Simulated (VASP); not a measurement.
Crystal: Re.

```xyz
4
Lattice="2.7664 0.0000 0.0000 -1.3832 2.3958 0.0000 0.0000 0.0000 8.9388" Properties=species:S:1:pos:R:3 pbc="T T T"
Re    1.3832    0.7986    6.7041
Re    0.0000    0.0000    4.4694
Re    0.0000    1.5972    2.2347
Re    0.0000    0.0000    0.0000
```

```yaml
Program: VASP 6.6.1
Task: relaxation of cell and atoms
Functional: LDA
Potentials_or_basis: VASP PAW LDA potentials, release 64 (Re_sv_GW)
Cutoff: 560 eV
k_mesh: 11 × 11 × 3
Occupations: fermi-dirac, width 0.05 eV
Spin: no spin polarisation
```

At the start: pressure -12.7 GPa; volume 14.81 Å³/atom.

Question: Where does the relaxation end?

Answer: Over 10 steps the energy falls by 19.5 meV/atom and the volume is 14.33 Å³/atom (-3.2 %); space group P6_3/mmc (No. 194, to 0.1 Å) before and after.

Step by step:
```csv
step,energy change (eV),largest force (eV/Å),pressure (GPa),volume (Å³)
1,0.0000,0.0000,-12.66,59.24
2,1.5620,0.0000,78.91,49.77
3,-0.0777,0.0000,-0.86,57.44
4,-0.0781,0.0000,-0.09,57.34
5,-0.0781,0.0000,0.13,57.30
6,-0.0780,0.0000,-0.49,57.39
7,-0.0781,0.0000,-0.05,57.33
8,-0.0781,0.0000,-0.08,57.33
9,-0.0781,0.0000,0.07,57.31
10,-0.0781,0.0000,-0.01,57.32
```

Final structure:
```xyz
4
Lattice="2.7369 0.0000 0.0000 -1.3685 2.3703 0.0000 0.0000 0.0000 8.8366" Properties=species:S:1:pos:R:3 pbc="T T T"
Re    1.3685    0.7901    6.6274
Re    0.0000    0.0000    4.4183
Re    0.0000    1.5802    2.2091
Re    0.0000    0.0000    0.0000
```
